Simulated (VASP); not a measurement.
Crystal: GaN.

```xyz
2
Lattice="0.0000 2.2977 2.2977 2.2977 0.0000 2.2977 2.2977 2.2977 0.0000" Properties=species:S:1:pos:R:3 pbc="T T T"
Ga    0.0000    0.0000    0.0000
N     1.1488    1.1488    1.1488
```

Base run:

| Property | Result |
| --- | --- |
| Program | VASP 6.6.1 |
| Functional | PBE |
| Dispersion | D3(BJ) |
| Potentials or basis | VASP PAW PBE potentials, release 64 (Ga_d, N) |
| Cutoff | 520 eV |
| k mesh | 10 × 10 × 10 |
| Occupations | fermi-dirac, width 0.05 eV |
| Spin | no spin polarisation |

Its results: band gap on the k mesh 1.35 eV, direct; pressure -8.1 GPa.

Question: The run is repeated on the same cell with these changes: functional from PBE to r2SCAN. What comes out?

Answer: Band gap on the k mesh 1.73 eV, direct; pressure -11.6 GPa.

r2SCAN gives the wider gap, since meta-GGAs in the generalised Kohn-Sham scheme recover part of the derivative discontinuity.

Caveats: the PAW data sets were made with another functional, which shifts forces and pressure a little (some runs).

